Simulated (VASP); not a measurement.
# GaMo (P4/mmm) in VASP: single point with PBE

Aim: the single point of GaMo with PBE.

Program: VASP 6.6.1. These are calculated values, not measurements. Logs are shortened: lines on timing, memory, paths and dates and some standing lists are left out, and cuts for length are marked.

## (1) The cell of the first run

The structure is tetragonal, space group P4/mmm (No. 123). Conventional cell: a = 2.735 Å, b = 2.735 Å, c = 4.114 Å, α = 90.00°, β = 90.00°, γ = 90.00°. Ga (site symmetry 4/mmm) has 4 Ga at 2.74 Å and 8 Mo at 2.82 Å within 3.6 Å. Mo (site symmetry 4/mmm) has 4 Mo at 2.74 Å and 8 Ga at 2.82 Å within 3.6 Å.

The cell was generated, and may not be a known phase.

## (2) Single point, PBE

INCAR reads:

```
SYSTEM = GaMo
  ALGO = Fast
  EDIFF = 1E-7
  ENCUT = 520
  GGA = PE
  ISIF = 2
  ISMEAR = 0
  LASPH = .TRUE.
  LCHARG = .TRUE.
  LELF = .TRUE.
  LREAL = .FALSE.
  LVHAR = .TRUE.
  LWAVE = .FALSE.
  NBANDS = 35
  NELM = 80
  PREC = Accurate
  SIGMA = 0.2
```

KPOINTS reads:

```
k-points
0
G
  5 5 4
  0 0 0
```

POSCAR reads:

```
GaMo
1.0
    3.8681251080      0.0000000000      0.0000000000
    0.0000000000      3.8681251080      0.0000000000
    0.0000000000      0.0000000000      4.1135826514
Ga Mo
2 2
Direct
    0.0000000000      0.5000000000      1.0000090422
    0.5000000000      0.0000000000     -0.0000090422
    0.0000000000      0.0000000000      0.5000000000
    0.5000000000      0.5000000000      0.5000000000
```

Potentials or basis: VASP PAW PBE potentials, release 64 (Ga_d, Mo_sv).

The run is started by

```console
> cat potpaw_PBE.64/Ga_d/POTCAR potpaw_PBE.64/Mo_sv/POTCAR > POTCAR
> mpirun -np 1 vasp_std > vasp.out
```

OUTCAR:

```text
SYSTEM = GaMo
   EDIFF = 1E-7
   ENCUT = 520
   GGA = PE
   ISIF = 2
   ISMEAR = 0
   LASPH = .TRUE.
   LREAL = .FALSE.
   NELM = 80
   PREC = Accurate

 ion  position               nearest neighbor table
   1  0.000  0.500  0.000-   2 2.74   2 2.74   2 2.74   2 2.74   3 2.82   4 2.82   4 2.82   3 2.82
                             3 2.82   4 2.82   4 2.82   3 2.82
   2  0.500  0.000  1.000-   1 2.74   1 2.74   1 2.74   1 2.74   4 2.82   4 2.82   3 2.82   3 2.82
                             3 2.82   4 2.82   4 2.82   3 2.82
   3  0.000  0.000  0.500-   4 2.74   4 2.74   4 2.74   4 2.74   2 2.82   2 2.82   1 2.82   1 2.82
                             1 2.82   1 2.82   2 2.82   2 2.82
   4  0.500  0.500  0.500-   3 2.74   3 2.74   3 2.74   3 2.74   2 2.82   1 2.82   1 2.82   2 2.82
                             1 2.82   1 2.82   2 2.82   2 2.82

  LATTYP: Found a simple tetragonal cell.
 ALAT       =     3.8681251080
 C/A-ratio  =     1.0634564644

  Lattice vectors:

 A1 = (   3.8681251080,   0.0000000000,   0.0000000000)
 A2 = (   0.0000000000,   3.8681251080,   0.0000000000)
 A3 = (   0.0000000000,   0.0000000000,   4.1135826514)

Analysis of symmetry for initial positions (statically):
=====================================================================
 Subroutine PRICEL returns:
 Original cell was already a primitive cell.

 Routine SETGRP: Setting up the symmetry group for a
 simple tetragonal supercell.

 Subroutine GETGRP returns: Found 16 space group operations
 (whereof  8 operations were pure point group operations)
 out of a pool of 16 trial point group operations.

The static configuration has the point symmetry D_2d.
 The point group associated with its full space group is D_4h.

Analysis of symmetry for dynamics (positions and initial velocities):
=====================================================================
 Subroutine PRICEL returns:
 Original cell was already a primitive cell.

 Routine SETGRP: Setting up the symmetry group for a
 simple tetragonal supercell.

 Subroutine GETGRP returns: Found 16 space group operations
 (whereof  8 operations were pure point group operations)
 out of a pool of 16 trial point group operations.

The dynamic configuration has the point symmetry D_2d.
 The point group associated with its full space group is D_4h.

 Subroutine INISYM returns: Found 16 space group operations
 (whereof  8 operations are pure point group operations),
 and found     1 'primitive' translations

----------------------------------------------------------------------------------------

                                     Primitive cell

  volume of cell :      61.5490

  direct lattice vectors                    reciprocal lattice vectors
     3.868125108  0.000000000  0.000000000     0.258523179  0.000000000  0.000000000
     0.000000000  3.868125108  0.000000000     0.000000000  0.258523179  0.000000000
     0.000000000  0.000000000  4.113582651     0.000000000  0.000000000  0.243097097

  length of vectors
     3.868125108  3.868125108  4.113582651     0.258523179  0.258523179  0.243097097

  position of ions in fractional coordinates (direct lattice)
     0.000000000  0.500000000  0.000009042
     0.500000000  0.000000000  0.999990958
     0.000000000  0.000000000  0.500000000
     0.500000000  0.500000000  0.500000000

  ion indices of the primitive-cell ions
   primitive index   ion index
                 1           1
                 2           2
                 3           3
                 4           4

----------------------------------------------------------------------------------------

 KPOINTS: k-points

Automatic generation of k-mesh.
 Grid dimensions read from file:
 generate k-points for:    5    5    4

 Generating k-lattice:

  Cartesian coordinates                     Fractional coordinates (reciprocal lattice)
     0.051704636  0.000000000  0.000000000     0.200000000  0.000000000  0.000000000
     0.000000000  0.051704636  0.000000000     0.000000000  0.200000000  0.000000000
     0.000000000  0.000000000  0.060774274     0.000000000  0.000000000  0.250000000

  Length of vectors
     0.051704636  0.051704636  0.060774274

  Shift w.r.t. Gamma in fractional coordinates (k-lattice)
     0.000000000  0.000000000  0.000000000

 Subroutine IBZKPT returns following result:
 ===========================================

 Found     18 irreducible k-points:

 Following reciprocal coordinates:
            Coordinates               Weight
  0.000000  0.000000  0.000000      1.000000
  0.200000  0.000000  0.000000      4.000000
  0.400000  0.000000  0.000000      4.000000
  0.200000  0.200000  0.000000      4.000000
  0.400000  0.200000  0.000000      8.000000
  0.400000  0.400000  0.000000      4.000000
[... 10 lines left out ...]
  0.400000  0.200000  0.500000      8.000000
  0.400000  0.400000  0.500000      4.000000
   k-points           NKPTS =     18   k-points in BZ     NKDIM =     18   number of bands    NBANDS=     35
   number of dos      NEDOS =    301   number of ions     NIONS =      4
   total plane-waves  NPLWV =  28800
   dimension x,y,z NGX =    30 NGY =   30 NGZ =   32
   dimension x,y,z NGXF=    60 NGYF=   60 NGZF=   64
   ions per type =               2   2
   NGX,Y,Z   is equivalent  to a cutoff of  12.89, 12.89, 12.93 a.u.
   NGXF,Y,Z  is equivalent  to a cutoff of  25.79, 25.79, 25.86 a.u.
 SYSTEM =  GaMo
   PREC   = accura    normal or accurate (medium, high low for compatibility)
   ISTART =      0    job   : 0-new  1-cont  2-samecut
   ICHARG =      2    charge: 1-file 2-atom 10-const
   ISPIN  =      1    spin polarized calculation?
   LNONCOLLINEAR =      F non collinear calculations
   LSORBIT =      F    spin-orbit coupling
   LASPH  =      T    aspherical Exc in radial PAW
   ENCUT  =  520.0 eV  38.22 Ry    6.18 a.u.   7.19  7.19  7.65*2*pi/ulx,y,z
   NELM   =     80;   NELMIN=  2; NELMDL= -5     # of ELM steps
   EDIFF  = 0.1E-06   stopping-criterion for ELM
   LREAL  =      F    real-space projection
   EDIFFG = 0.1E-05   stopping-criterion for IOM
   NSW    =      0    number of steps for IOM
   IBRION =     -1    ionic relax: 0-MD 1-quasi-New 2-CG
   NFREE  =      0    steps in history (QN), initial steepest desc. (CG)
   ISIF   =      2    stress and relaxation
   ISYM   =      2    0-nonsym 1-usesym 2-fastsym
   POTIM  = 0.5000    time-step for ionic-motion
   TEBEG  =    0.0;   TEEND  =   0.0 temperature during run
   PSTRESS=    0.0 pullay stress
   NELECT =      54.0000    total number of electrons
   NUPDOWN=      -1.0000    fix difference up-down
   EMIN   =  10.00;   EMAX   =-10.00  energy-range for DOS
   EFERMI =   0.00;   METHOD = LEGACY
   ISMEAR =     0;   SIGMA  =   0.20  broadening in eV -4-tet -1-fermi 0-gaus
   EFERMI_NEDOS =   21; number of points for ismear=-14 and -15
   IALGO  =     68    algorithm
   IMIX   =      4    mixing-type and parameters
     AMIX     =   0.40;   BMIX     =  1.00
     AMIX_MAG =   1.60;   BMIX_MAG =  1.00
  volume/ion in A,a.u.               =      15.39       103.84
  Fermi-wavevector in a.u.,A,eV,Ry     =   1.567229  2.961633 33.418702  2.456205
  Thomas-Fermi vector in A             =   2.669439
   LORBIT       =      0    0 simple, 1 ext, 2 COOP (PROOUT), +10 PAW based schemes
   GGA     = PE    functional components
   LHFCALC =     F    Hartree Fock is set to
   AEXX    =    0.0000 exact exchange contribution
   IVDW    =     0    specifies the selected vdW correction
   LEPSILON=     F    determine dielectric tensor
   LRPA    =     F    only Hartree local field effects (RPA)
 non-spin polarized calculation
 RMM-DIIS sequential band-by-band and
 Gauss-broadening in eV      SIGMA  =   0.20
  energy-cutoff  :      520.00
  volume of cell :       61.55
 maximum number of plane-waves:      1674
 NGX is ok and might be reduce to    30
   NGX = 15   NGY = 15   NGZ = 15

 number of electron      53.9999980 magnetization

 Free energy of the ion-electron system (eV)
  ---------------------------------------------------
  ext. energy  EPLUGINS =         0.00000000
  ---------------------------------------------------
  free energy    TOTEN  =       -27.16917150 eV

  energy without entropy =      -27.09928856  energy(sigma->0) =      -27.13423003

 E-fermi :  10.4495     XC(G=0): -12.7892

 val. band max:       10.4435038315   @ k =   0.4000   0.0000   0.5000
 cond. band min:      10.5251630029   @ k =   0.2000   0.0000   0.0000
 fundamental gap:      0.0816591714
 Fermi energy:        10.4495157250

 k-point     1 :       0.0000    0.0000    0.0000
  band No.  band energies     occupation
      1     -50.8370      2.00000
      2     -50.6158      2.00000
      3     -25.2583      2.00000
      4     -25.2583      2.00000
      5     -24.9584      2.00000
      6     -24.7312      2.00000
[... 27 lines left out ...]
     34      15.0407      0.00000
     35      16.5791      0.00000

 k-point     2 :       0.2000    0.0000    0.0000
  band No.  band energies     occupation
      1     -50.8159      2.00000
      2     -50.6368      2.00000
      3     -25.1926      2.00000
      4     -25.1838      2.00000
      5     -24.9363      2.00000
      6     -24.7525      2.00000
[... 27 lines left out ...]
     34      15.7854      0.00000
     35      16.0344      0.00000

 k-point     3 :       0.4000    0.0000    0.0000
  band No.  band energies     occupation
      1     -50.7604      2.00000
      2     -50.6920      2.00000
      3     -25.0087      2.00000
      4     -24.9851      2.00000
      5     -24.8789      2.00000
      6     -24.8087      2.00000
[... 27 lines left out ...]
     34      14.9221      0.00000
     35      14.9551      0.00000
[... 495 lines left out ...]
 k-point    17 :       0.4000    0.2000    0.5000
  band No.  band energies     occupation
      1     -50.7528      2.00000
      2     -50.6976      2.00000
      3     -25.2588      2.00000
      4     -25.0609      2.00000
      5     -24.8888      2.00000
      6     -24.8293      2.00000
[... 27 lines left out ...]
     34      14.6772      0.00000
     35      17.7302      0.00000

 k-point    18 :       0.4000    0.4000    0.5000
  band No.  band energies     occupation
      1     -50.7349      2.00000
      2     -50.7138      2.00000
      3     -25.3768      2.00000
      4     -25.3026      2.00000
      5     -24.8679      2.00000
      6     -24.8452      2.00000
[... 27 lines left out ...]
     34      13.3316      0.00000
     35      17.7111      0.00000

------------------------ aborting loop because EDIFF is reached ----------------------------------------

  FORCE on cell =-STRESS in cart. coord.  units (eV):
  Direction    XX          YY          ZZ          XY          YZ          ZX
  --------------------------------------------------------------------------------------
  -------------------------------------------------------------------------------------
  Total        0.3277917      0.3277917     -0.1164937      0.0000000      0.0000000      0.0000000
  in kB        8.5327171      8.5327171     -3.0324358      0.0000000      0.0000000      0.0000000
  external PRESSURE =       4.6776662 kB  Pullay stress =       0.0000000 kB

 VOLUME and BASIS-vectors are now :
 -----------------------------------------------------------------------------
  energy-cutoff  :      520.00
  volume of cell :       61.55
      direct lattice vectors                 reciprocal lattice vectors
     3.868125108  0.000000000  0.000000000     0.258523179  0.000000000  0.000000000
     0.000000000  3.868125108  0.000000000     0.000000000  0.258523179  0.000000000
     0.000000000  0.000000000  4.113582651     0.000000000  0.000000000  0.243097097

 POSITION                                       TOTAL-FORCE (eV/Angst)
 -----------------------------------------------------------------------------------
      0.00000      1.93406      0.00004        -0.000000      0.000000     -0.000244
      1.93406      0.00000      4.11355         0.000000     -0.000000      0.000244
      0.00000      0.00000      2.05679        -0.000000     -0.000000      0.000000
      1.93406      1.93406      2.05679         0.000000      0.000000      0.000000
 -----------------------------------------------------------------------------------
    total drift:                                0.000000     -0.000000      0.000000

  FREE ENERGIE OF THE ION-ELECTRON SYSTEM (eV)
  ---------------------------------------------------
  free  energy   TOTEN  =       -27.1691715032 eV

  energy  without entropy=      -27.0992885581  energy(sigma->0) =      -27.13423003
```

Wall time 62 s (1 thread of Intel Xeon 8259CL, shared host); peak memory 0.18 GiB.

What came out:

```
Free energy            : -27.1692 eV
Pressure               : 0.5 GPa
Band gap on the k mesh : zero (bands 27 and 28 overlap by 1.53 eV)
```

Stress tensor (GPa, compression positive):
```
 0.85  0.00  0.00
 0.00  0.85  0.00
 0.00  0.00 -0.30
```

Caveat: the k points lie up to 0.38 Å⁻¹ apart, too coarse for converged energies and pressures of a metal.

The gap in the log of VASP goes by the Fermi energy; the results here count the filled bands.